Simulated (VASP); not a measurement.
GaB2As3: relaxation of cell and atoms with PBE

GaB2As3:

```
CELL_PARAMETERS angstrom
3.60944 0.00000 0.00000
-1.80472 3.12587 0.00000
0.00000 0.00000 8.99274
ATOMIC_POSITIONS crystal
Ga 0.33333 0.66667 0.66396
B 0.00000 0.00000 0.01218
B 0.66667 0.33333 0.31708
As 0.00000 0.00000 0.78123
As 0.33333 0.66667 0.39035
As 0.66667 0.33333 0.08520
```

| Item | Value |
| --- | --- |
| Program | VASP 6.6.1 |
| Task | relaxation of cell and atoms |
| Functional | PBE |
| Potentials or basis | VASP PAW PBE potentials, release 64 (Ga_d, B, As) |
| Cutoff | 600 eV |
| k mesh | 12 × 12 × 4 |
| Occupations | gaussian, width 0.02 eV |
| Spin | no spin polarisation |
| Dipole correction | no |
| Further INCAR settings | ALGO = Normal; EDIFF = 1e-06; IBRION = 2; EDIFFG = -0.01; NSW = 100; ISIF = 3 |

```yaml
Relaxed_volume: 16.97 Å³/atom
Relaxed_cell: a = 3.611 Å, b = 3.611 Å, c = 9.015 Å, α = 90.00°, β = 90.00°, γ = 120.00°
Space_group_after_relaxing_to_0.1_Å: P3m1 (No. 156)
Energy_gained_by_relaxing: 0.1 meV/atom
Ionic_steps: 6
Pressure_after_relaxing: 0.0 GPa
Largest_force_after_relaxing: 0.003 eV/Å
Band_gap_on_the_k_mesh: 0.22 eV (least direct gap 0.41 eV)
```

Forces on the atoms (eV/Å):
```
Ga   0.000  0.000 -0.001
B    0.000  0.000  0.003
B    0.000  0.000  0.002
As   0.000  0.000  0.000
As   0.000  0.000 -0.003
As   0.000  0.000 -0.001
```

The path:
| step | energy change (eV) | largest force (eV/Å) | pressure (GPa) | volume (Å³) |
| --- | --- | --- | --- | --- |
| 1 | 0.0000 | 0.0551 | 0.36 | 101.46 |
| 2 | -0.0005 | 0.0324 | -0.25 | 102.02 |
| 3 | -0.0006 | 0.0216 | 0.02 | 101.83 |
| 4 | -0.0006 | 0.0233 | -0.08 | 101.87 |
| 5 | -0.0006 | 0.0231 | -0.02 | 101.85 |
| 6 | -0.0007 | 0.0031 | -0.03 | 101.83 |

Final structure:
```
Ga B As
1.0
     3.61140    0.00000    0.00000
    -1.80570    3.12756    0.00000
     0.00000    0.00000    9.01534
Ga B As
1 2 3
Direct
  0.33333 0.66667 0.66366
  0.00000 0.00000 0.01214
  0.66667 0.33333 0.31705
  0.00000 0.00000 0.78137
  0.33333 0.66667 0.39046
  0.66667 0.33333 0.08531
```

Levels at points of the mesh, in eV from the valence-band top:
```tsv
k point	band 13	band 14	band 15	band 16	band 17	band 18	band 19	band 20	band 21
(0.00, 0.00, 0.00)	-1.99	-1.99	-1.16	0.00	0.00	0.41	0.84	1.62	2.17
(0.50, 0.00, 0.00)	-4.51	-4.35	-3.92	-3.42	-1.98	0.33	0.46	1.38	2.48
(0.00, 0.00, 0.50)	-2.79	-1.89	-1.89	-0.19	-0.19	0.38	0.97	2.57	2.57
(0.50, 0.00, 0.50)	-5.10	-4.51	-3.62	-2.53	-1.74	0.45	0.58	1.58	2.12
```

It took 11 min on 1 thread of AMD EPYC 7R43 64-Core Processor (Zen 3), on a shared host, peak memory 0.33 GiB.

Caveat: semilocal functionals underestimate gaps, and a narrow one can read as zero. A k mesh can miss the band edges.
